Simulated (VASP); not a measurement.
Wanted: the native input for a VASP 6.6.1 run.

```
Task                   : single point
Functional             : PBE
Potentials or basis    : VASP PAW PBE potentials, release 64 (In_d, O)
Cutoff                 : 520 eV
k mesh                 : 9 × 9 × 2
Occupations            : fermi-dirac, width 0.05 eV
Spin                   : no spin polarisation
Dipole correction      : no
Further INCAR settings : ALGO = Normal; EDIFF = 1e-06; NBANDS = 27
```

The structure of InO lies in POSCAR:

```
InO
1.0
    3.4990613000      0.0000000000      0.0000000000
   -1.7495306500      3.0302759752      0.0000000000
    0.0000000000      0.0000000000     16.0860331704
In O
2 2
Direct
    0.6666666667      0.3333333333      0.4099790000
    0.6666666667      0.3333333333      0.5900210000
    0.0000000000      0.0000000000      0.3601330000
    0.0000000000      0.0000000000      0.6398670000
```

This cell differs from its parent crystal: volume scaled by 1.04.

These files were run (other wordings do the same):

INCAR

```
SYSTEM = InO
ALGO     = Normal         ! electronic algorithm
EDIFF    = 1E-6           ! SCF threshold, eV
ENCUT    = 520            ! plane-wave cutoff, eV
GGA      = PE             ! functional
ISIF     = 2              ! what is computed and relaxed
ISMEAR   = -1             ! smearing method
LASPH    = .True.         ! aspherical terms in the spheres
LCHARG   = .False.        ! write CHGCAR
LREAL    = .False.        ! projectors in reciprocal space
LWAVE    = .False.        ! write WAVECAR
NBANDS   = 27             ! bands
NELM     = 80             ! most SCF steps
PREC     = Accurate       ! precision mode
SIGMA    = 0.05           ! smearing width, eV
```

KPOINTS

```
k-points
0
Gamma
  9 9 2
  0 0 0
```

Potentials or basis: VASP PAW PBE potentials, release 64 (In_d, O).

The run is started by

```bash
$ cat potpaw_PBE.64/In_d/POTCAR potpaw_PBE.64/O/POTCAR > POTCAR
$ mpirun -np 1 vasp_std > vasp.out
```

Results of the run:

| Property | Result |
| --- | --- |
| Largest force | 0.313 eV/Å |
| Band gap on the k mesh | 0.32 eV, indirect (least direct gap 0.97 eV) |

Caveat: spin-orbit coupling is left out, which moves the levels of the heavy elements.

It took 110 s on 1 thread of AMD EPYC 9R45 96-Core Processor (Zen 5) (shared host), peak memory 0.3 GiB.
